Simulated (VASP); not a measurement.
# MgO (MgO (100), 3 layers) in VASP: further runs

MgO (MgO (100), 3 layers) is run at these levels: LDA; tasks: single point.

Everything below comes from runs of VASP 6.6.1. Logs are shortened: lines on timing, memory, paths and dates and some standing lists are left out, and cuts for length are marked.

### 1 The cell of the first run

The cell holds a slab with vacuum, 6 atoms: a = 2.941 Å, b = 2.941 Å, c = 20.159 Å, α = 90.00°, β = 90.00°, γ = 90.00°.

### 2 Single point, LDA

INCAR

```
SYSTEM = MgO
PREC = Accurate
ENCUT = 520
EDIFF = 1E-6
ISMEAR = -1
SIGMA = 0.02
LREAL = .FALSE.
LASPH = .TRUE.
NELM = 100
ALGO = Normal
ISIF = 2
LWAVE = .FALSE.
LCHARG = .FALSE.
LDIPOL = .TRUE.
IDIPOL = 3
DIPOL = 0.5 0.5 0.500
NBANDS = 21
```

KPOINTS

```
regular mesh
0
G
  10 10 1
  0 0 0
```

POSCAR

```
MgO
1.0
    2.9410256062      0.0000000000      0.0000000000
    0.0000000000      2.9410256062      0.0000000000
    0.0000000000      0.0000000000     20.1592000000
Mg O
3 3
Direct
    0.2500000000      0.2500000000      0.3968401946
    0.7500000000      0.7500000000      0.5000000000
    0.2500000000      0.2500000000      0.6031598054
    0.7500000000      0.7500000000      0.3968401946
    0.2500000000      0.2500000000      0.5000000000
    0.7500000000      0.7500000000      0.6031598054
```

Potentials or basis: VASP PAW LDA potentials, release 64 (Mg, O).

Command:

```
> cat potpaw_LDA.64/Mg/POTCAR potpaw_LDA.64/O/POTCAR > POTCAR
> mpirun -np 1 vasp_std > vasp.out
```

OUTCAR:

```text
SYSTEM = MgO
   PREC = Accurate
   ENCUT = 520
   EDIFF = 1E-6
   ISMEAR = -1
   LREAL = .FALSE.
   LASPH = .TRUE.
   NELM = 100
   ISIF = 2

 ion  position               nearest neighbor table
   1  0.250  0.250  0.397-   5 2.08   4 2.08   4 2.08   4 2.08   4 2.08   2 2.94   2 2.94   2 2.94
                             2 2.94
   2  0.750  0.750  0.500-   4 2.08   6 2.08   5 2.08   5 2.08   5 2.08   5 2.08   3 2.94   3 2.94
                             1 2.94   3 2.94   1 2.94   1 2.94   3 2.94   1 2.94
   3  0.250  0.250  0.603-   5 2.08   6 2.08   6 2.08   6 2.08   6 2.08   2 2.94   2 2.94   2 2.94
                             2 2.94
   4  0.750  0.750  0.397-   2 2.08   1 2.08   1 2.08   1 2.08   1 2.08
   5  0.250  0.250  0.500-   1 2.08   3 2.08   2 2.08   2 2.08   2 2.08   2 2.08
   6  0.750  0.750  0.603-   2 2.08   3 2.08   3 2.08   3 2.08   3 2.08

  LATTYP: Found a simple tetragonal cell.
 ALAT       =     2.9410256062
 C/A-ratio  =     6.8544795929

  Lattice vectors:

 A1 = (   2.9410256062,   0.0000000000,   0.0000000000)
 A2 = (   0.0000000000,   2.9410256062,   0.0000000000)
 A3 = (   0.0000000000,   0.0000000000,  20.1592000000)

Analysis of symmetry for initial positions (statically):
=====================================================================
 Subroutine PRICEL returns:
 Original cell was already a primitive cell.

 Routine SETGRP: Setting up the symmetry group for a
 simple tetragonal supercell.

 Subroutine GETGRP returns: Found 16 space group operations
 (whereof  4 operations were pure point group operations)
 out of a pool of 16 trial point group operations.

The static configuration has the point symmetry C_2v.
 The point group associated with its full space group is D_4h.

Analysis of symmetry for dynamics (positions and initial velocities):
=====================================================================
 Subroutine PRICEL returns:
 Original cell was already a primitive cell.

 Routine SETGRP: Setting up the symmetry group for a
 simple tetragonal supercell.

 Subroutine GETGRP returns: Found 16 space group operations
 (whereof  4 operations were pure point group operations)
 out of a pool of 16 trial point group operations.

The dynamic configuration has the point symmetry C_2v.
 The point group associated with its full space group is D_4h.

 Subroutine INISYM returns: Found 16 space group operations
 (whereof  4 operations are pure point group operations),
 and found     1 'primitive' translations

----------------------------------------------------------------------------------------

[... 106 lines left out ...]
   PSTRESS=    0.0 pullay stress
   NELECT =      24.0000    total number of electrons
   NUPDOWN=      -1.0000    fix difference up-down
   EMIN   =  10.00;   EMAX   =-10.00  energy-range for DOS
   EFERMI =   0.00;   METHOD = LEGACY
   ISMEAR =    -1;   SIGMA  =   0.02  broadening in eV -4-tet -1-fermi 0-gaus
   EFERMI_NEDOS =   21; number of points for ismear=-14 and -15
   IALGO  =     38    algorithm
   IMIX   =      4    mixing-type and parameters
     AMIX     =   0.40;   BMIX     =  1.00
     AMIX_MAG =   1.60;   BMIX_MAG =  1.00
  volume/ion in A,a.u.               =      29.06       196.12
  Fermi-wavevector in a.u.,A,eV,Ry     =   0.845256  1.597302  9.720788  0.714458
  Thomas-Fermi vector in A             =   1.960415
   LORBIT       =      0    0 simple, 1 ext, 2 COOP (PROOUT), +10 PAW based schemes
   GGA     = CA    functional components
   LHFCALC =     F    Hartree Fock is set to
   AEXX    =    0.0000 exact exchange contribution
   IVDW    =     0    specifies the selected vdW correction
   LEPSILON=     F    determine dielectric tensor
   LRPA    =     F    only Hartree local field effects (RPA)
 non-spin polarized calculation
  energy-cutoff  :      520.00
  volume of cell :      174.37
 maximum number of plane-waves:      4763
 NGX is ok and might be reduce to    24
   NGX = 11   NGY = 11   NGZ = 75

 number of electron      23.9999969 magnetization

 dipolmoment           0.000000      0.000000     -0.000000 electrons x Angstroem

 Free energy of the ion-electron system (eV)
  ---------------------------------------------------
  ext. energy  EPLUGINS =         0.00000000
  ---------------------------------------------------
  free energy    TOTEN  =       -38.94950189 eV

  energy without entropy =      -38.94950189  energy(sigma->0) =      -38.94950189

 E-fermi :  -2.1228     XC(G=0):  -4.4404

 val. band max:       -2.6239378359   @ k =   0.0000   0.0000   0.0000
 cond. band min:       0.7654925099   @ k =   0.0000   0.0000   0.0000
 fundamental gap:      3.3894303458
 Fermi energy:        -2.1227722503

 k-point     1 :       0.0000    0.0000    0.0000
  band No.  band energies     occupation
      1     -19.3519      2.00000
      2     -18.5671      2.00000
      3     -18.0413      2.00000
      4      -6.1318      2.00000
      5      -4.7463      2.00000
      6      -3.6672      2.00000
[... 493 lines left out ...]
     20       9.1804      0.00000
     21       9.1804      0.00000

------------------------ aborting loop because EDIFF is reached ----------------------------------------

 vacuum level on the upper side and lower side of the slab       (xc-potential included)        -0.153        -0.153

  FORCE on cell =-STRESS in cart. coord.  units (eV):
  Direction    XX          YY          ZZ          XY          YZ          ZX
  --------------------------------------------------------------------------------------
  -------------------------------------------------------------------------------------
  Total       -4.3056827     -4.3056827     -0.2745857      0.0000000      0.0000000      0.0000000
  in kB      -39.5623157    -39.5623157     -2.5230015      0.0000000      0.0000000      0.0000000
  external PRESSURE =     -27.2158776 kB  Pullay stress =       0.0000000 kB

 VOLUME and BASIS-vectors are now :
 -----------------------------------------------------------------------------
  energy-cutoff  :      520.00
  volume of cell :      174.37
      direct lattice vectors                 reciprocal lattice vectors
     2.941025606  0.000000000  0.000000000     0.340017441  0.000000000  0.000000000
     0.000000000  2.941025606  0.000000000     0.000000000  0.340017441  0.000000000
     0.000000000  0.000000000 20.159200000     0.000000000  0.000000000  0.049605143

 POSITION                                       TOTAL-FORCE (eV/Angst)
 -----------------------------------------------------------------------------------
      0.73526      0.73526      7.99998        -0.000000      0.000000      0.443717
      2.20577      2.20577     10.07960        -0.000000      0.000000      0.000000
      0.73526      0.73526     12.15922        -0.000000      0.000000     -0.443717
      2.20577      2.20577      7.99998         0.000000     -0.000000     -0.392738
      0.73526      0.73526     10.07960        -0.000000     -0.000000      0.000000
      2.20577      2.20577     12.15922         0.000000     -0.000000      0.392738
 -----------------------------------------------------------------------------------
    total drift:                                0.000000      0.000000      0.000000

  FREE ENERGIE OF THE ION-ELECTRON SYSTEM (eV)
  ---------------------------------------------------
  free  energy   TOTEN  =       -38.9495018936 eV

  energy  without entropy=      -38.9495018936  energy(sigma->0) =      -38.94950189

 vacuum level on the upper side and lower side of the slab         2.503         2.503
```

OSZICAR:

```text
N       E                     dE             d eps       ncg     rms          rms(c)
DAV:   1     0.185641079422E+03    0.18564E+03   -0.10072E+04   882   0.909E+02
DAV:   2    -0.192362039022E+02   -0.20488E+03   -0.19597E+03  1236   0.222E+02
DAV:   3    -0.449400453010E+02   -0.25704E+02   -0.25561E+02  1077   0.886E+01
[... 14 lines left out ...]
DAV:  18    -0.389493942219E+02   -0.11628E-03   -0.25862E-05  1040   0.338E-02    0.705E-03
DAV:  19    -0.389494822386E+02   -0.88017E-04   -0.96072E-06  1033   0.182E-02    0.269E-03
DAV:  20    -0.389494905904E+02   -0.83517E-05   -0.61530E-07   953   0.503E-03    0.171E-03
DAV:  21    -0.389495011645E+02   -0.10574E-04   -0.90974E-07   815   0.582E-03    0.797E-04
DAV:  22    -0.389495018936E+02   -0.72905E-06   -0.10808E-07   890   0.194E-03
   1 F= -.38949502E+02 E0= -.38949502E+02  d E =-.489312E-12
```

stdout:

```text
POSCAR found type information on POSCAR MgO
 POSCAR found :  2 types and       6 ions
 scaLAPACK will be used
 LDA part: xc-table for (Slater(with rela. corr.)+CA(PZ))
 , standard interpolation
 POSCAR, INCAR and KPOINTS ok, starting setup
 FFT: planning ... GRIDC
 FFT: planning ... GRID_SOFT
 FFT: planning ... GRID
 WAVECAR not read
 entering main loop
```

It took 2.2 min on 1 thread of Intel Xeon Platinum 8488C (Sapphire Rapids), shared host; peak memory 0.24 GiB.

Results:

- Free energy: -38.9495 eV
- Largest force: 0.444 eV/Å
- Band gap on the k mesh: 3.39 eV, direct

Forces in eV/Å, atoms in the order of the input:
```
Mg   0.000  0.000  0.444
Mg   0.000  0.000  0.000
Mg   0.000  0.000 -0.444
O    0.000  0.000 -0.393
O    0.000  0.000  0.000
O    0.000  0.000  0.393
```

### 3 Single point, LDA

INCAR

```
PREC     = Accurate       # precision mode
ENCUT    = 520            # plane-wave cutoff, eV
EDIFF    = 1E-6           # SCF threshold, eV
ISMEAR   = -1             # smearing method
SIGMA    = 0.02           # smearing width, eV
LREAL    = False          # projectors in reciprocal space
LASPH    = True           # aspherical terms in the spheres
NELM     = 100            # most SCF steps
ALGO     = Normal         # electronic algorithm
ISIF     = 2              # what is computed and relaxed
LWAVE    = False          # write WAVECAR
LCHARG   = True           # write CHGCAR
LDIPOL   = True         
IDIPOL   = 3            
DIPOL    = 0.5 0.5 0.500
LELF     = True           # ELF
LVHAR    = True         
LVACPOTAV= True         
NBANDS   = 21             # bands
```

KPOINTS

```
Automatic mesh
0
Gamma
  10 10 1
```

POSCAR

```
MgO
1.0
    2.9410256062      0.0000000000      0.0000000000
    0.0000000000      2.9410256062      0.0000000000
    0.0000000000      0.0000000000     20.1592000000
Mg O
3 3
Direct
    0.2500000000      0.2500000000      0.3977374705
    0.7500000000      0.7500000000      0.5000000009
    0.2500000000      0.2500000000      0.6022625296
    0.7500000000      0.7500000000      0.3958008403
    0.2500000000      0.2500000000      0.4999999986
    0.7500000000      0.7500000000      0.6041991602
```

Potentials or basis: VASP PAW LDA potentials, release 64 (Mg, O).

Command:

```
> cat potpaw_LDA.64/Mg/POTCAR potpaw_LDA.64/O/POTCAR > POTCAR
> mpirun -np 1 vasp_std > vasp.out
```

It took 1.8 min on 1 thread of Intel Xeon Platinum 8488C (Sapphire Rapids), shared host; peak memory 0.25 GiB.

Results (log left out):

```
Free energy            : -38.9663 eV
Largest force          : 0.045 eV/Å
Band gap on the k mesh : 3.63 eV, direct
```

Forces in eV/Å, atoms in the order of the input:
```
Mg   0.000  0.000  0.045
Mg   0.000  0.000  0.000
Mg   0.000  0.000 -0.045
O    0.000  0.000  0.013
O    0.000  0.000  0.000
O    0.000  0.000 -0.013
```

Levels at points of the mesh, in eV from the valence-band top:
```tsv
k point	band 10	band 11	band 12	band 13	band 14	band 15
(0.00, 0.00, 0.00)	-0.36	0.00	0.00	3.63	4.16	5.58
(0.50, 0.00, 0.00)	-0.54	-0.29	-0.29	6.79	6.97	7.90
(0.50, 0.50, 0.00)	-1.70	-0.74	-0.50	8.50	8.81	9.62
```

### 4 Single point, LDA

INCAR

```
SYSTEM = MgO
PREC = Accurate
ENCUT = 520
EDIFF = 1E-7
ISMEAR = -1
SIGMA = 0.02
LREAL = .FALSE.
LASPH = .TRUE.
NELM = 60
ALGO = Normal
ISIF = 2
LWAVE = .FALSE.
LCHARG = .FALSE.
LDIPOL = .TRUE.
IDIPOL = 3
DIPOL = 0.5 0.5 0.500
NBANDS = 21
```

KPOINTS

```
Automatic mesh
0
G
  10 10 1
  0 0 0
```

POSCAR

```
MgO
1.0
    2.9410256062      0.0000000000      0.0000000000
    0.0000000000      2.9410256062      0.0000000000
    0.0000000000      0.0000000000     20.1592000000
Mg O
3 3
Direct
    0.2500000000      0.2500000000      0.3977076291
    0.7500000000      0.7500000000      0.4999999994
    0.2500000000      0.2500000000      0.6022923711
    0.7500000000      0.7500000000      0.3957781965
    0.2500000000      0.2500000000      0.5000000064
    0.7500000000      0.7500000000      0.6042217976
```

Command:

```
> cat potpaw_LDA.64/Mg/POTCAR potpaw_LDA.64/O/POTCAR > POTCAR
> mpirun -np 1 vasp_std > vasp.out
```

It took 1.7 min on 1 thread of Intel Xeon Platinum 8488C (Sapphire Rapids), shared host; peak memory 0.25 GiB.

Results (log left out):

```yaml
Free_energy: -38.9662 eV
Largest_force: 0.049 eV/Å
Band_gap_on_the_k_mesh: 3.63 eV, direct
```

Forces in eV/Å, atoms in the order of the input:
```
Mg   0.000  0.000  0.049
Mg   0.000  0.000  0.000
Mg   0.000  0.000 -0.049
O    0.000  0.000  0.014
O    0.000  0.000  0.000
O    0.000  0.000 -0.014
```

Levels at points of the mesh, in eV from the valence-band top:
| k point | band 8 | band 9 | band 10 | band 11 | band 12 | band 13 | band 14 | band 15 | band 16 | band 17 |
| --- | --- | --- | --- | --- | --- | --- | --- | --- | --- | --- |
| (0.00, 0.00, 0.00) | -0.74 | -0.36 | -0.36 | 0.00 | 0.00 | 3.63 | 4.16 | 5.58 | 6.33 | 6.60 |
| (0.50, 0.00, 0.00) | -1.21 | -0.73 | -0.54 | -0.29 | -0.29 | 6.79 | 6.97 | 7.90 | 8.33 | 9.02 |
| (0.50, 0.50, 0.00) | -1.75 | -1.75 | -1.70 | -0.74 | -0.50 | 8.50 | 8.81 | 9.62 | 9.62 | 10.97 |

### 5 Single point, LDA

INCAR

```
SYSTEM = MgO
  PREC = Accurate
  ENCUT = 520
  EDIFF = 1E-7
  ISMEAR = -1
  SIGMA = 0.02
  LREAL = .FALSE.
  LASPH = .TRUE.
  NELM = 100
  ALGO = Normal
  ISIF = 2
  LWAVE = .FALSE.
  LCHARG = .TRUE.
  LDIPOL = .TRUE.
  IDIPOL = 3
  DIPOL = 0.5 0.5 0.500
  LELF = .TRUE.
  LVHAR = .TRUE.
  LVACPOTAV = .TRUE.
  EFIELD = -0.3
  NBANDS = 21
```

KPOINTS is that of step 4.

POSCAR

```
MgO
1.0
    2.9410256062      0.0000000000      0.0000000000
    0.0000000000      2.9410256062      0.0000000000
    0.0000000000      0.0000000000     20.1592000000
Mg O
3 3
Direct
    0.2500000000      0.2500000000      0.3977374705
    0.7500000000      0.7500000000      0.5000000009
    0.2500000000      0.2500000000      0.6022625296
    0.7500000000      0.7500000000      0.3958008403
    0.2500000000      0.2500000000      0.4999999986
    0.7500000000      0.7500000000      0.6041991602
```

Command:

```
> cat potpaw_LDA.64/Mg/POTCAR potpaw_LDA.64/O/POTCAR > POTCAR
> mpirun -np 1 vasp_std > vasp.out
```

Run time: 2.1 min. Hardware: 1 thread of Intel Xeon Platinum 8488C (Sapphire Rapids), shared host; peak memory 0.25 GiB.

It converged, with:

* Free energy: -38.9776 eV
* Largest force: 0.202 eV/Å
* Band gap on the k mesh: 3.29 eV, direct

Forces on the atoms (eV/Å):
```
Mg   0.000  0.000  0.202
Mg   0.000  0.000  0.181
Mg   0.000  0.000  0.119
O    0.000  0.000 -0.147
O    0.000  0.000 -0.181
O    0.000  0.000 -0.175
```

Levels at points of the mesh, in eV from the valence-band top:
| k point | band 8 | band 9 | band 10 | band 11 | band 12 | band 13 | band 14 | band 15 | band 16 | band 17 |
| --- | --- | --- | --- | --- | --- | --- | --- | --- | --- | --- |
| (0.00, 0.00, 0.00) | -0.78 | -0.46 | -0.46 | 0.00 | 0.00 | 3.29 | 4.25 | 4.67 | 6.24 | 6.84 |
| (0.50, 0.00, 0.00) | -1.31 | -0.79 | -0.56 | -0.53 | -0.16 | 6.40 | 7.21 | 7.57 | 8.39 | 8.76 |
| (0.50, 0.50, 0.00) | -1.79 | -1.79 | -1.77 | -0.91 | -0.45 | 8.26 | 8.92 | 9.53 | 9.53 | 10.86 |
